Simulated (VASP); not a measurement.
# BAs (F-43m) in VASP: notebook, part 2 of 2

VASP 6.6.1. Earlier steps stand in the parts before.

## Step 4: Vibrations by perturbation theory, PBEsol

The input, INCAR:

```
PREC = Accurate
ENCUT = 520
EDIFF = 1E-8
ISMEAR = 0
SIGMA = 0.01
LREAL = False
LASPH = True
NELM = 100
ALGO = Normal
ISIF = 2
LWAVE = False
LCHARG = False
GGA = PS
NBANDS = 11
IBRION = 8
NSW = 1
LEPSILON = True
```

The input, KPOINTS:

```
Automatic mesh
0
Gamma
  8 8 8
```

The input, POSCAR:

```
BAs
1.0
    0.0000000000      2.3885000000      2.3885000000
    2.3885000000      0.0000000000      2.3885000000
    2.3885000000      2.3885000000      0.0000000000
As B
1 1
Direct
    0.7500000000      0.7500000000      0.7500000000
    0.0000000000      0.0000000000      0.0000000000
```

Potentials or basis: VASP PAW PBE potentials, release 64 (As, B).

Run with:

```
> cat potpaw_PBE.64/As/POTCAR potpaw_PBE.64/B/POTCAR > POTCAR
> mpirun -np 1 vasp_std > vasp.out
```

OUTCAR:

```text
PREC = Accurate
   ENCUT = 520
   EDIFF = 1E-8
   ISMEAR = 0
   LREAL = False
   LASPH = True
   NELM = 100
   ISIF = 2
   GGA = PS
   IBRION = 8
   NSW = 1
   LEPSILON = True

 ion  position               nearest neighbor table
   1  0.750  0.750  0.750-   2 2.07   2 2.07   2 2.07   2 2.07
   2  0.000  0.000  0.000-   1 2.07   1 2.07   1 2.07   1 2.07

  LATTYP: Found a face centered cubic cell.
 ALAT       =     4.7770000000

  Lattice vectors:

 A1 = (   0.0000000000,   2.3885000000,   2.3885000000)
 A2 = (   2.3885000000,   0.0000000000,   2.3885000000)
 A3 = (   2.3885000000,   2.3885000000,   0.0000000000)

Analysis of symmetry for initial positions (statically):
=====================================================================
 Subroutine PRICEL returns:
 Original cell was already a primitive cell.

 Routine SETGRP: Setting up the symmetry group for a
 face centered cubic supercell.

 Subroutine GETGRP returns: Found 24 space group operations
 (whereof 24 operations were pure point group operations)
 out of a pool of 48 trial point group operations.

The static configuration has the point symmetry T_d .

Analysis of symmetry for dynamics (positions and initial velocities):
=====================================================================
 Subroutine PRICEL returns:
 Original cell was already a primitive cell.

 Routine SETGRP: Setting up the symmetry group for a
 face centered cubic supercell.

 Subroutine GETGRP returns: Found 24 space group operations
[... 595 lines left out ...]
          XX          YY          ZZ          XY          YZ          ZX
  --------------------------------------------------------------------------------
  x     0.00000    -0.00000    -0.00000     0.00000    -0.07764     0.00000
  y     0.00000    -0.00000     0.00000     0.00000     0.00000    -0.07764
  z     0.00000    -0.00000     0.00000    -0.07764     0.00000     0.00000

 BORN EFFECTIVE CHARGES (including local field effects) (in |e|, cummulative output)
 ---------------------------------------------------------------------------------
 ion    1
    1     0.49768    -0.00000    -0.00000
    2     0.00000     0.49768    -0.00000
    3     0.00000     0.00000     0.49768
 ion    2
    1    -0.49768     0.00000     0.00000
    2    -0.00000    -0.49768     0.00000
    3    -0.00000    -0.00000    -0.49768

 INTERNAL STRAIN TENSOR FOR ION    2 for displacements in x,y,z  (eV/Angst):
          X           Y           Z          XY          YZ          ZX
  --------------------------------------------------------------------------------
  x     0.00000    -0.00000    -0.00000     0.00000    -7.47896     0.00000
  y     0.00000     0.00000     0.00000     0.00000     0.00000    -7.47896
  z    -0.00000    -0.00000     0.00000    -7.47896     0.00000     0.00000

 SECOND DERIVATIVES (NOT SYMMETRIZED)
 ------------------------------------
               1X          1Y          1Z          2X          2Y          2Z
  1X   -16.652524    0.000000    0.000000   16.652524    0.000000    0.000000
  1Y     0.000000  -16.652524    0.000000    0.000000   16.652524    0.000000
  1Z     0.000000    0.000000  -16.652524    0.000000    0.000000   16.652524
  2X    16.656315   -0.000000   -0.000000  -16.656315    0.000000    0.000000
  2Y    -0.000000   16.656315   -0.000000    0.000000  -16.656315    0.000000
  2Z    -0.000000   -0.000000   16.656315    0.000000    0.000000  -16.656315

 Eigenvectors and eigenvalues of the dynamical matrix
 ----------------------------------------------------

   1 f  =   20.757275 THz   130.421808 2PiTHz  692.388178 cm-1    85.845155 meV
             X         Y         Z           dx          dy          dz
      3.582750  3.582750  3.582750    -0.000000    0.355071    0.000000
      0.000000  0.000000  0.000000    -0.000000   -0.934839    0.000000
[... 21 lines left out ...]
   6 f/i=    0.000784 THz     0.004926 2PiTHz    0.026153 cm-1     0.003243 meV
             X         Y         Z           dx          dy          dz
      3.582750  3.582750  3.582750    -0.000000   -0.000000    0.934839
      0.000000  0.000000  0.000000     0.000000    0.000000    0.355071

--------------------------------------------------------------------------------------------------------

 MACROSCOPIC STATIC DIELECTRIC TENSOR IONIC CONTRIBUTION
 ------------------------------------------------------
           0.098748     0.000000    -0.000000
           0.000000     0.098748     0.000000
          -0.000000     0.000000     0.098748
 ------------------------------------------------------

 ELASTIC MODULI CONTR FROM IONIC RELAXATION (kBar)
 Direction    XX          YY          ZZ          XY          YZ          ZX
 --------------------------------------------------------------------------------
 XX          -0.0000     -0.0000     -0.0000     -0.0000     -0.0000      0.0000
 YY          -0.0000     -0.0000     -0.0000     -0.0000     -0.0000     -0.0000
 ZZ          -0.0000     -0.0000     -0.0000     -0.0000     -0.0000      0.0000
 XY          -0.0000     -0.0000     -0.0000   -187.8867      0.0000     -0.0000
 YZ          -0.0000     -0.0000     -0.0000      0.0000   -187.8867      0.0000
 ZX           0.0000     -0.0000      0.0000     -0.0000      0.0000   -187.8867
 --------------------------------------------------------------------------------

 PIEZOELECTRIC TENSOR IONIC CONTR  for field in x, y, z        (C/m^2)
          XX          YY          ZZ          XY          YZ          ZX
  --------------------------------------------------------------------------------
  x    -0.00000     0.00000     0.00000    -0.00000     0.12817     0.00000
  y    -0.00000     0.00000    -0.00000    -0.00000    -0.00000     0.12817
  z     0.00000     0.00000     0.00000     0.12817     0.00000     0.00000
```

OSZICAR:

```text
N       E                     dE             d eps       ncg     rms          rms(c)
DAV:   1     0.124226529185E+02    0.12423E+02   -0.36960E+03   638   0.643E+02
DAV:   2    -0.120874249685E+02   -0.24510E+02   -0.23286E+02   876   0.108E+02
DAV:   3    -0.128083297093E+02   -0.72090E+00   -0.71953E+00   807   0.171E+01
DAV:   4    -0.128100909605E+02   -0.17613E-02   -0.17611E-02   707   0.967E-01
[... 134 lines left out ...]
RMM:   6    -0.403653261309E-01    0.13583E-05    0.11675E-06  3577   0.517E-04    0.274E-04
RMM:   7    -0.403646766067E-01    0.64952E-06    0.46750E-07  3657   0.242E-04    0.456E-05
RMM:   8    -0.403648193138E-01   -0.14271E-06   -0.27672E-08  3690   0.436E-05    0.112E-05
RMM:   9    -0.403647870689E-01    0.32245E-07   -0.33702E-08  3751   0.119E-05    0.260E-06
RMM:  10    -0.403647867513E-01    0.31761E-09   -0.23021E-09  3326   0.307E-06    0.378E-07
 Linear response finished
```

stdout:

```text
POSCAR found type information on POSCAR AsB
 POSCAR found :  2 types and       2 ions
 scaLAPACK will be used
 -----------------------------------------------------------------------------
|                                                                             |
|                                                                             |
[... 39 lines left out ...]
 first order change of Fermi-energy  -0.20225E+00
 force on displaced ion       1 direction 1 : -16.653   0.000   0.000
 Born effective charge ion    1 direction 1 :   0.448   0.000   0.000
 Linear response progress:
 first order change of Fermi-energy   0.20247E+00
 force on displaced ion       2 direction 1 : -16.656   0.000   0.000
 Born effective charge ion    2 direction 1 :  -0.553   0.000   0.000
 Born effective charges drift removed
 Linear response finished
```

Run time: 8.7 min. Hardware: 1 thread of AMD EPYC 7R13, shared host; peak memory 0.2 GiB.

Results:

```yaml
Electronic_dielectric_tensor_diagonal: 10.32
Born_charges_mean_of_the_diagonal: As +0.50; B -0.50 e
Highest_phonon_frequency_at_Γ_LO-TO_splitting_left_out: 692 cm⁻¹
```

Phonon frequencies in cm⁻¹ (negative: imaginary):
```
              q point        frequencies
(0.000, 0.000, 0.000)  0 0 0 692 692 692
```

Electronic dielectric tensor:
```
10.32  0.00  0.00
 0.00 10.32  0.00
 0.00  0.00 10.32
```

Born effective charge tensors (e):
atom 1, As
```
0.50 0.00 0.00
0.00 0.50 0.00
0.00 0.00 0.50
```
atom 2, B
```
-0.50  0.00  0.00
 0.00 -0.50  0.00
 0.00  0.00 -0.50
```

## Step 5: Vibrations by perturbation theory, PBEsol

The input, INCAR:

```
SYSTEM = BAs
PREC = Accurate ; ENCUT = 600
EDIFF = 1E-8 ; ISMEAR = 0
SIGMA = 0.01 ; LREAL = .FALSE.
LASPH = .TRUE. ; NELM = 120
ALGO = Normal ; ISIF = 2
LWAVE = .FALSE. ; LCHARG = .FALSE.
GGA = PS ; NBANDS = 16
IBRION = 8 ; NSW = 1
LEPSILON = .TRUE. ; GGA_COMPAT = .FALSE.
```

The input, KPOINTS:

```
Automatic mesh
0
G
  7 7 7
  0 0 0
```

POSCAR is that of step 4.

Potentials or basis: VASP PAW PBE potentials, release 64 (As_d, B).

Run with:

```
> cat potpaw_PBE.64/As_d/POTCAR potpaw_PBE.64/B/POTCAR > POTCAR
> mpirun -np 1 vasp_std > vasp.out
```

OUTCAR:

```text
SYSTEM = BAs
   PREC = Accurate
   ENCUT = 600
   EDIFF = 1E-8
   ISMEAR = 0
   LREAL = .FALSE.
   LASPH = .TRUE.
   NELM = 120
   ISIF = 2
   GGA = PS
   IBRION = 8
   NSW = 1
   LEPSILON = .TRUE.

 ion  position               nearest neighbor table
   1  0.750  0.750  0.750-   2 2.07   2 2.07   2 2.07   2 2.07
   2  0.000  0.000  0.000-   1 2.07   1 2.07   1 2.07   1 2.07

  LATTYP: Found a face centered cubic cell.
 ALAT       =     4.7770000000

  Lattice vectors:

 A1 = (   0.0000000000,   2.3885000000,   2.3885000000)
 A2 = (   2.3885000000,   0.0000000000,   2.3885000000)
 A3 = (   2.3885000000,   2.3885000000,   0.0000000000)

Analysis of symmetry for initial positions (statically):
[... 675 lines left out ...]
  z     0.00000     0.00000    -0.00000    -7.09210     0.00000     0.00000

 SECOND DERIVATIVES (NOT SYMMETRIZED)
 ------------------------------------
               1X          1Y          1Z          2X          2Y          2Z
  1X   -16.374396    0.000000    0.000000   16.374396    0.000000    0.000000
  1Y     0.000000  -16.374396    0.000000    0.000000   16.374396    0.000000
  1Z     0.000000    0.000000  -16.374396    0.000000    0.000000   16.374396
  2X    16.327518    0.000000    0.000000  -16.327518    0.000000    0.000000
  2Y     0.000000   16.327518    0.000000    0.000000  -16.327518    0.000000
  2Z     0.000000    0.000000   16.327518    0.000000    0.000000  -16.327518

 Eigenvectors and eigenvalues of the dynamical matrix
 ----------------------------------------------------

   1 f  =   20.555396 THz   129.153365 2PiTHz  685.654221 cm-1    85.010251 meV
             X         Y         Z           dx          dy          dz
      3.582750  3.582750  3.582750     0.000000    0.355552   -0.000000
      0.000000  0.000000  0.000000    -0.000000   -0.934656   -0.000000
[... 21 lines left out ...]
   6 f/i=    0.009792 THz     0.061526 2PiTHz    0.326633 cm-1     0.040497 meV
             X         Y         Z           dx          dy          dz
      3.582750  3.582750  3.582750     0.723546   -0.588897    0.057127
      0.000000  0.000000  0.000000     0.275244   -0.224022    0.021731

--------------------------------------------------------------------------------------------------------

 MACROSCOPIC STATIC DIELECTRIC TENSOR IONIC CONTRIBUTION
 ------------------------------------------------------
           0.085304     0.000000     0.000000
           0.000000     0.085304     0.000000
           0.000000     0.000000     0.085304
 ------------------------------------------------------

 ELASTIC MODULI CONTR FROM IONIC RELAXATION (kBar)
 Direction    XX          YY          ZZ          XY          YZ          ZX
 --------------------------------------------------------------------------------
 XX          -0.0000     -0.0000     -0.0000     -0.0000     -0.0000      0.0000
 YY          -0.0000     -0.0000     -0.0000     -0.0000     -0.0000     -0.0000
 ZZ          -0.0000     -0.0000     -0.0000     -0.0000     -0.0000      0.0000
 XY          -0.0000     -0.0000     -0.0000   -173.5214      0.0000      0.0000
 YZ          -0.0000     -0.0000     -0.0000      0.0000   -173.5214      0.0000
 ZX           0.0000     -0.0000      0.0000      0.0000      0.0000   -173.5214
 --------------------------------------------------------------------------------

 PIEZOELECTRIC TENSOR IONIC CONTR  for field in x, y, z        (C/m^2)
          XX          YY          ZZ          XY          YZ          ZX
  --------------------------------------------------------------------------------
  x     0.00000     0.00000     0.00000     0.00000     0.11448     0.00000
  y    -0.00000     0.00000    -0.00000     0.00000     0.00000     0.11448
  z     0.00000     0.00000     0.00000     0.11448     0.00000     0.00000
```

OSZICAR:

```text
N       E                     dE             d eps       ncg     rms          rms(c)
DAV:   1     0.992838365694E+02    0.99284E+02   -0.89143E+03   728   0.566E+03
DAV:   2    -0.194502202194E+01   -0.10123E+03   -0.94972E+02   736   0.710E+02
DAV:   3    -0.125872990052E+02   -0.10642E+02   -0.10583E+02   704   0.958E+01
[... 299 lines left out ...]
RMM:   6    -0.404239610360E-01   -0.13943E-05    0.14285E-06  4150   0.838E-03    0.765E-04
RMM:   7    -0.404217484012E-01    0.22126E-05    0.16354E-07  4117   0.251E-03    0.193E-04
RMM:   8    -0.404224046180E-01   -0.65622E-06    0.81704E-08  4161   0.677E-04    0.794E-05
RMM:   9    -0.404221991212E-01    0.20550E-06   -0.15303E-07  4217   0.192E-04    0.707E-06
RMM:  10    -0.404221681620E-01    0.30959E-07   -0.16153E-08  4260   0.436E-05    0.333E-06
RMM:  11    -0.404221715851E-01   -0.34231E-08    0.50989E-09  3936   0.119E-05    0.335E-07
 Linear response finished
```

stdout:

```text
POSCAR found type information on POSCAR AsB
 POSCAR found :  2 types and       2 ions
 scaLAPACK will be used
 -----------------------------------------------------------------------------
|                                                                             |
|                                                                             |
[... 75 lines left out ...]
 first order change of Fermi-energy   0.31665E-03
 force on displaced ion       1 direction 1 : -16.374   0.000   0.000
 Born effective charge ion    1 direction 1 :   0.353   0.000   0.000
 Linear response progress:
 first order change of Fermi-energy  -0.13045E-03
 force on displaced ion       2 direction 1 : -16.328  -0.000  -0.000
 Born effective charge ion    2 direction 1 :  -0.568   0.000   0.000
 Born effective charges drift removed
 Linear response finished
```

Run time: 6.7 min. Hardware: 1 thread of Intel Xeon Platinum 8375C at 2.90GHz (Ice Lake), shared host; peak memory 0.23 GiB.

What came out:

```
Electronic dielectric tensor (diagonal)                 : 10.70
Born charges (mean of the diagonal)                     : As +0.46; B -0.46 e
Highest phonon frequency at Γ, LO-TO splitting left out : 686 cm⁻¹
```

Phonon frequencies in cm⁻¹ (negative: imaginary):
| q point | frequencies |
| --- | --- |
| (0.000, 0.000, 0.000) | 0 0 0 686 686 686 |

Electronic dielectric tensor:
```
10.70  0.00  0.00
 0.00 10.70  0.00
 0.00  0.00 10.70
```

Born effective charge tensors (e):
atom 1, As
```
0.46 0.00 0.00
0.00 0.46 0.00
0.00 0.00 0.46
```
atom 2, B
```
-0.46  0.00  0.00
 0.00 -0.46  0.00
 0.00  0.00 -0.46
```
